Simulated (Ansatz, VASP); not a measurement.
# Cu: VASP beside Ansatz

```
Cu
1.0
     2.55899    0.00000    0.00000
     0.00000    4.22115    0.00000
     0.00000    0.00000   21.17100
Cu
6
Direct
  0.25000 0.75000 0.38276
  0.75000 0.25000 0.41084
  0.75000 0.75000 0.48353
  0.25000 0.25000 0.51647
  0.25000 0.75000 0.58916
  0.75000 0.25000 0.61724
```

Alike in both runs: functional PBE; k mesh 14 × 9 × 1; occupations fermi-dirac, width 0.08 eV; no spin polarisation.

Ansatz relaxed the structure, and its values are those at the end. VASP's run is a single point on that final structure, the one shown.

|  | VASP | Ansatz |
| --- | --- | --- |
| version | VASP 6.6.1 | Ansatz 0.2.0 |
| potentials or method | VASP PAW PBE potentials, release 64 (Cu) | PAW with Ansatz's default frozen-core files, scalar-relativistic |
| plane-wave cutoff (eV) | 520 | 420 |
| valence electrons in the cell | 66 | 114 |

```csv
,VASP,Ansatz,Ansatz less VASP
rms of the force components (eV/Å),0.009,0.003,-0.0052
```

VASP's potentials hold 66 valence electrons a cell and Ansatz's 114, so a difference there can come from the potentials and not from the codes. Ansatz's warnings: stress scf threshold loose.
